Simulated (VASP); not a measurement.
A run of VASP 6.6.1 is set up as follows.

File INCAR:

```
SYSTEM = NaF
PREC     = Accurate       ! precision mode
ENCUT    = 520            ! plane-wave cutoff, eV
EDIFF    = 1E-7           ! SCF threshold, eV
ISMEAR   = 0              ! smearing method
SIGMA    = 0.01           ! smearing width, eV
LREAL    = .FALSE.        ! projectors in reciprocal space
LASPH    = .TRUE.         ! aspherical terms in the spheres
NELM     = 60             ! most SCF steps
ALGO     = Normal         ! electronic algorithm
ISIF     = 2              ! what is computed and relaxed
LWAVE    = .FALSE.        ! write WAVECAR
LCHARG   = .FALSE.        ! write CHGCAR
GGA      = PE             ! functional
NBANDS   = 14             ! bands
```

File KPOINTS:

```
Automatic mesh
0
G
  6 6 6
  0 0 0
```

The input POSCAR:

```
NaF
1.0
    0.0000000000      2.2886448050      2.2886448050
    2.2886448050      0.0000000000      2.2886448050
    2.2886448050      2.2886448050      0.0000000000
Na F
1 1
Direct
    0.0000000000      0.0000000000      0.0000000000
    0.5000000000      0.5000000000      0.5000000000
```

Potentials or basis: VASP PAW PBE potentials, release 64 (Na_pv, F).

Launch:

```sh
$ cat potpaw_PBE.64/Na_pv/POTCAR potpaw_PBE.64/F/POTCAR > POTCAR
$ mpirun -np 1 vasp_std > vasp.out
```

Question: Estimate the pressure.

Answer: 4.2 GPa.

Question: Estimate the band gap on the k mesh.

Answer: 6.50 eV, direct.
